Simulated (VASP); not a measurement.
# TaF (P-6m2) in VASP: a series of runs, part 3 of 3

VASP 6.6.1.

## Step 5: Single point, PBE

This run uses another cell than the first one, of 14.00 Å³/atom.

File INCAR:

```
PREC = Accurate
ENCUT = 520
EDIFF = 1E-6
ISMEAR = 0
SIGMA = 0.1
LREAL = F
LASPH = T
NELM = 100
ALGO = Normal
ISIF = 2
LWAVE = F
LCHARG = F
GGA = PE
NBANDS = 16
```

File KPOINTS:

```
regular mesh
0
Gamma
  24 24 14
```

File POSCAR:

```
TaF
1.0
    2.7932062822      0.0000000000      0.0000000000
   -1.3966031411      2.4189875984      0.0000000000
    0.0000000000      0.0000000000      4.1435502021
Ta F
1 1
Direct
    0.0000000000      0.0000000000      0.0000000000
    0.6666666667      0.3333333333      0.5000000000
```

Potentials or basis: VASP PAW PBE potentials, release 64 (Ta_pv, F).

Run with:

```bash
$ cat potpaw_PBE.64/Ta_pv/POTCAR potpaw_PBE.64/F/POTCAR > POTCAR
$ mpirun -np 1 vasp_std > vasp.out
```

OUTCAR:

```text
PREC = Accurate
   ENCUT = 520
   EDIFF = 1E-6
   ISMEAR = 0
   LREAL = F
   LASPH = T
   NELM = 100
   ISIF = 2
   GGA = PE

 ion  position               nearest neighbor table
   1  0.000  0.000  0.000-   2 2.63   2 2.63   2 2.63   2 2.63   2 2.63   2 2.63
   2  0.667  0.333  0.500-   1 2.63   1 2.63   1 2.63   1 2.63   1 2.63   1 2.63

  LATTYP: Found a hexagonal cell.
 ALAT       =     2.7932062822
 C/A-ratio  =     1.4834386663

  Lattice vectors:

 A1 = (   2.7932062822,   0.0000000000,   0.0000000000)
 A2 = (  -1.3966031411,   2.4189875984,   0.0000000000)
 A3 = (   0.0000000000,   0.0000000000,   4.1435502021)

Analysis of symmetry for initial positions (statically):
=====================================================================
 Subroutine PRICEL returns:
 Original cell was already a primitive cell.

 Routine SETGRP: Setting up the symmetry group for a
 hexagonal supercell.

 Subroutine GETGRP returns: Found 12 space group operations
 (whereof 12 operations were pure point group operations)
 out of a pool of 24 trial point group operations.

The static configuration has the point symmetry D_3h.

Analysis of symmetry for dynamics (positions and initial velocities):
=====================================================================
 Subroutine PRICEL returns:
 Original cell was already a primitive cell.

 Routine SETGRP: Setting up the symmetry group for a
 hexagonal supercell.

 Subroutine GETGRP returns: Found 12 space group operations
 (whereof 12 operations were pure point group operations)
 out of a pool of 24 trial point group operations.

The dynamic configuration has the point symmetry D_3h.

 Subroutine INISYM returns: Found 12 space group operations
 (whereof 12 operations are pure point group operations),
 and found     1 'primitive' translations

----------------------------------------------------------------------------------------

                                     Primitive cell

  volume of cell :      27.9969

  direct lattice vectors                    reciprocal lattice vectors
     2.793206282  0.000000000  0.000000000     0.358011510  0.206698042  0.000000000
    -1.396603141  2.418987598  0.000000000     0.000000000  0.413396084  0.000000000
     0.000000000  0.000000000  4.143550202     0.000000000  0.000000000  0.241338937

  length of vectors
     2.793206282  2.793206282  4.143550202     0.413396084  0.413396084  0.241338937

  position of ions in fractional coordinates (direct lattice)
     0.000000000  0.000000000  0.000000000
     0.666666667  0.333333333  0.500000000

  ion indices of the primitive-cell ions
   primitive index   ion index
                 1           1
                 2           2

----------------------------------------------------------------------------------------

 KPOINTS: regular mesh

Automatic generation of k-mesh.
 Grid dimensions read from file:
 generate k-points for:   24   24   14

 Generating k-lattice:

  Cartesian coordinates                     Fractional coordinates (reciprocal lattice)
     0.014917146  0.008612418  0.000000000     0.041666667  0.000000000  0.000000000
     0.000000000  0.017224837  0.000000000     0.000000000  0.041666667  0.000000000
     0.000000000  0.000000000  0.017238495     0.000000000  0.000000000  0.071428571

  Length of vectors
     0.017224837  0.017224837  0.017238495

  Shift w.r.t. Gamma in fractional coordinates (k-lattice)
     0.000000000  0.000000000  0.000000000

 Subroutine IBZKPT returns following result:
 ===========================================

 Found    488 irreducible k-points:

 Following reciprocal coordinates:
            Coordinates               Weight
  0.000000  0.000000  0.000000      1.000000
  0.041667  0.000000  0.000000      6.000000
  0.083333 -0.000000  0.000000      6.000000
  0.125000  0.000000  0.000000      6.000000
  0.166667  0.000000  0.000000      6.000000
  0.208333  0.000000  0.000000      6.000000
[... 16 lines left out ...]
  0.416667  0.041667  0.000000     12.000000
  0.458333  0.041667  0.000000     12.000000
 [... further k-points ...]
   k-points           NKPTS =    488   k-points in BZ     NKDIM =    488   number of bands    NBANDS=     16
   number of dos      NEDOS =    301   number of ions     NIONS =      2
   total plane-waves  NPLWV =  18432
   dimension x,y,z NGX =    24 NGY =   24 NGZ =   32
   dimension x,y,z NGXF=    48 NGYF=   48 NGZF=   64
   ions per type =               1   1
   NGX,Y,Z   is equivalent  to a cutoff of  14.28, 14.28, 12.84 a.u.
   NGXF,Y,Z  is equivalent  to a cutoff of  28.57, 28.57, 25.68 a.u.
 SYSTEM =  unknown system
   PREC   = accura    normal or accurate (medium, high low for compatibility)
   ISTART =      0    job   : 0-new  1-cont  2-samecut
   ICHARG =      2    charge: 1-file 2-atom 10-const
   ISPIN  =      1    spin polarized calculation?
   LNONCOLLINEAR =      F non collinear calculations
   LSORBIT =      F    spin-orbit coupling
   LASPH  =      T    aspherical Exc in radial PAW
   ENCUT  =  520.0 eV  38.22 Ry    6.18 a.u.   5.19  5.19  7.70*2*pi/ulx,y,z
   NELM   =    100;   NELMIN=  2; NELMDL= -5     # of ELM steps
   EDIFF  = 0.1E-05   stopping-criterion for ELM
   LREAL  =      F    real-space projection
   EDIFFG = 0.1E-04   stopping-criterion for IOM
   NSW    =      0    number of steps for IOM
   IBRION =     -1    ionic relax: 0-MD 1-quasi-New 2-CG
   NFREE  =      0    steps in history (QN), initial steepest desc. (CG)
   ISIF   =      2    stress and relaxation
   ISYM   =      2    0-nonsym 1-usesym 2-fastsym
   POTIM  = 0.5000    time-step for ionic-motion
   TEBEG  =    0.0;   TEEND  =   0.0 temperature during run
   PSTRESS=    0.0 pullay stress
   NELECT =      18.0000    total number of electrons
   NUPDOWN=      -1.0000    fix difference up-down
   EMIN   =  10.00;   EMAX   =-10.00  energy-range for DOS
   EFERMI =   0.00;   METHOD = LEGACY
   ISMEAR =     0;   SIGMA  =   0.10  broadening in eV -4-tet -1-fermi 0-gaus
   EFERMI_NEDOS =   21; number of points for ismear=-14 and -15
   IALGO  =     38    algorithm
   IMIX   =      4    mixing-type and parameters
     AMIX     =   0.40;   BMIX     =  1.00
     AMIX_MAG =   1.60;   BMIX_MAG =  1.00
  volume/ion in A,a.u.               =      14.00        94.47
  Fermi-wavevector in a.u.,A,eV,Ry     =   1.412958  2.670103 27.163355  1.996450
  Thomas-Fermi vector in A             =   2.534653
   LORBIT       =      0    0 simple, 1 ext, 2 COOP (PROOUT), +10 PAW based schemes
   GGA     = PE    functional components
   LHFCALC =     F    Hartree Fock is set to
   AEXX    =    0.0000 exact exchange contribution
   IVDW    =     0    specifies the selected vdW correction
   LEPSILON=     F    determine dielectric tensor
   LRPA    =     F    only Hartree local field effects (RPA)
 non-spin polarized calculation
 Gauss-broadening in eV      SIGMA  =   0.10
  energy-cutoff  :      520.00
  volume of cell :       28.00
 maximum number of plane-waves:       772
 NGX is ok and might be reduce to    24
   NGX = 11   NGY = 11   NGZ = 15

 number of electron      18.0000011 magnetization

 Free energy of the ion-electron system (eV)
  ---------------------------------------------------
  ext. energy  EPLUGINS =         0.00000000
  ---------------------------------------------------
  free energy    TOTEN  =       -14.65645490 eV

  energy without entropy =      -14.64879754  energy(sigma->0) =      -14.65262622

 E-fermi :   5.2441     XC(G=0): -11.6429

 val. band max:        5.2437903666   @ k =   0.2917   0.2917   0.0000
 cond. band min:       5.2523913082   @ k =   0.2917   0.0417   0.1429
 fundamental gap:      0.0086009416
 Fermi energy:         5.2441215149

 k-point     1 :       0.0000    0.0000    0.0000
  band No.  band energies     occupation
      1     -30.1136      2.00000
      2     -28.7882      2.00000
      3     -28.7882      2.00000
      4     -19.9229      2.00000
      5      -1.9747      2.00000
      6      -0.8711      2.00000
[... 8 lines left out ...]
     15      17.5773      0.00000
     16      18.7923      0.00000
[... 419 lines left out ...]
 k-point    24 :       0.4583    0.0417    0.0000
  band No.  band energies     occupation
      1     -30.1768      2.00000
      2     -29.8970      2.00000
      3     -29.1299      2.00000
      4     -19.3688      2.00000
      5      -2.7141      2.00000
      6      -2.1674      2.00000
[... 8 lines left out ...]
     15      16.3017      0.00000
     16      18.5215      0.00000

 [... further k-points ...]

------------------------ aborting loop because EDIFF is reached ----------------------------------------

  FORCE on cell =-STRESS in cart. coord.  units (eV):
  Direction    XX          YY          ZZ          XY          YZ          ZX
  --------------------------------------------------------------------------------------
  -------------------------------------------------------------------------------------
  Total       -0.0198169     -0.0198169     -0.0285203      0.0000000      0.0000000      0.0000000
  in kB       -1.1340618     -1.1340618     -1.6321339      0.0000000      0.0000000      0.0000000
  external PRESSURE =      -1.3000858 kB  Pullay stress =       0.0000000 kB

 VOLUME and BASIS-vectors are now :
 -----------------------------------------------------------------------------
  energy-cutoff  :      520.00
  volume of cell :       28.00
      direct lattice vectors                 reciprocal lattice vectors
     2.793206282  0.000000000  0.000000000     0.358011510  0.206698042  0.000000000
    -1.396603141  2.418987598  0.000000000     0.000000000  0.413396084  0.000000000
     0.000000000  0.000000000  4.143550202     0.000000000  0.000000000  0.241338937

 POSITION                                       TOTAL-FORCE (eV/Angst)
 -----------------------------------------------------------------------------------
      0.00000      0.00000      0.00000         0.000000      0.000000      0.000000
      1.39660      0.80633      2.07178        -0.000000     -0.000000      0.000000
 -----------------------------------------------------------------------------------
    total drift:                               -0.000000      0.000000      0.000000

  FREE ENERGIE OF THE ION-ELECTRON SYSTEM (eV)
  ---------------------------------------------------
  free  energy   TOTEN  =       -14.6564549034 eV

  energy  without entropy=      -14.6487975393  energy(sigma->0) =      -14.65262622
```

stdout:

```text
POSCAR found type information on POSCAR TaF
 POSCAR found :  2 types and       2 ions
 scaLAPACK will be used
 LDA part: xc-table for (Slater+PW92), standard interpolation
 POSCAR, INCAR and KPOINTS ok, starting setup
 FFT: planning ... GRIDC
 FFT: planning ... GRID_SOFT
 FFT: planning ... GRID
 WAVECAR not read
 entering main loop
```

It took 2.3 min on 1 thread of AMD EPYC 9R14 (Zen 4), shared host; peak memory 0.29 GiB.

Results:

```
Free energy            : -14.6565 eV
Pressure               : -0.1 GPa
Band gap on the k mesh : zero (bands 9 and 10 overlap by 1.01 eV)
```

Caveat: spin-orbit coupling is left out, which moves the levels of the heavy elements.

## Step 6: Relaxation of cell and atoms, PBE

This run uses another cell than the first one, of 13.80 Å³/atom.

File INCAR:

```
PREC = Accurate
ENCUT = 600
EDIFF = 1E-6
ISMEAR = 0
SIGMA = 0.1
LREAL = F
LASPH = T
NELM = 80
ALGO = Normal
ISIF = 3
LWAVE = F
LCHARG = F
GGA = PE
IBRION = 2
NSW = 100
EDIFFG = -0.01
```

File KPOINTS:

```
Automatic mesh
0
Gamma
  24 24 14
```

File POSCAR:

```
TaF
1.0
    2.7712214419      0.0000000000      0.0000000000
   -1.3856107209      2.3999481682      0.0000000000
    0.0000000000      0.0000000000      4.1491510433
Ta F
1 1
Direct
    0.0000000000      0.0000000000      0.0000000000
    0.6666666667      0.3333333333      0.5000000000
```

Potentials or basis: VASP PAW PBE potentials, release 64 (Ta_pv, F).

Run with:

```bash
$ cat potpaw_PBE.64/Ta_pv/POTCAR potpaw_PBE.64/F/POTCAR > POTCAR
$ mpirun -np 1 vasp_std > vasp.out
```

Wall time 6.9 min (1 thread of AMD EPYC 9R14 (Zen 4), shared host); peak memory 0.32 GiB.

The run converged. Its results:

```
Free energy                           : -14.6574 eV
Relaxed volume                        : 13.98 Å³/atom
Relaxed cell                          : a = 2.792 Å, b = 2.792 Å, c = 4.141 Å, α = 90.00°, β = 90.00°, γ = 120.00°
Space group after relaxing (to 0.1 Å) : P-6m2 (No. 187)
Energy gained by relaxing             : 2.0 meV/atom
Ionic steps                           : 4
Pressure after relaxing               : 0.0 GPa
Band gap on the k mesh                : zero (bands 9 and 10 overlap by 1.01 eV)
```

Step by step:
```tsv
step	energy change (eV)	largest force (eV/Å)	pressure (GPa)	volume (Å³)
1	0.0000	0.0000	2.03	27.60
2	-0.0020	0.0000	-1.65	28.30
3	-0.0040	0.0000	-0.16	28.00
4	-0.0040	0.0000	0.01	27.96
```

Final structure:
```xyz
2
Lattice="2.7924 0.0000 0.0000 -1.3962 2.4183 0.0000 0.0000 0.0000 4.1405" Properties=species:S:1:pos:R:3 pbc="T T T"
Ta   -1.3962    2.4183    0.0000
F     1.3962    0.8061    2.0703
```

Levels at points of the mesh, in eV from the Fermi level:
```
           k point  band 6  band 7  band 8  band 9  band 10  band 11  band 12  band 13
(0.00, 0.00, 0.00)   -6.12   -5.16   -5.16   -0.45     0.58     0.58     3.89     3.89
(0.50, 0.00, 0.00)   -7.43   -5.54   -3.95   -0.24     2.24     2.52     3.85     6.91
(0.00, 0.00, 0.50)   -5.14   -5.14   -4.19    0.42     0.42     2.69     2.98     3.90
(0.50, 0.00, 0.50)   -7.23   -5.73   -3.53   -1.38     1.91     3.09     4.98     6.91
```

Caveat: spin-orbit coupling is left out, which moves the levels of the heavy elements.

## Step 7: The runs side by side

| task | cell | k mesh | cutoff (eV) | gap on the mesh (eV) | pressure (GPa) | relaxed volume (Å³/atom) |
| --- | --- | --- | --- | --- | --- | --- |
| single point | a = 3.079, b = 3.079, c = 3.003 Å, angles 90.0, 90.0, 120.0°, 2 atoms | 6 × 6 × 6 | 520 | none | 26.9 | - |
| single point | a = 2.771, b = 2.771, c = 4.149 Å, angles 90.0, 90.0, 120.0°, 2 atoms | 6 × 6 × 6 | 520 | none | -0.1 | - |
| relaxation of cell and atoms | relaxed from a = 3.079, b = 3.079, c = 3.003 Å, angles 90.0, 90.0, 120.0°, 2 atoms | 6 × 6 × 6 | 600 | none | -0.1 | 13.47 |
| single point | a = 2.793, b = 2.793, c = 4.144 Å, angles 90.0, 90.0, 120.0°, 2 atoms | 24 × 24 × 14 | 520 | none | -0.1 | - |
| relaxation of cell and atoms | relaxed from a = 2.771, b = 2.771, c = 4.149 Å, angles 90.0, 90.0, 120.0°, 2 atoms | 24 × 24 × 14 | 600 | none | 0.0 | 13.98 |

Alike in all rows: level PBE; potentials or basis VASP PAW PBE potentials, release 64 (Ta_pv, F); no spin polarisation; smearing gaussian 0.1 eV.

Caveats: some runs use coarse meshes; spin-orbit coupling is left out, which moves the levels of the heavy elements; a cell axis changed by over 15 % at a fixed basis, so the end point is rough (at least some runs).

Total energies depend on the potentials used, so only differences within one code and one set of settings carry meaning.
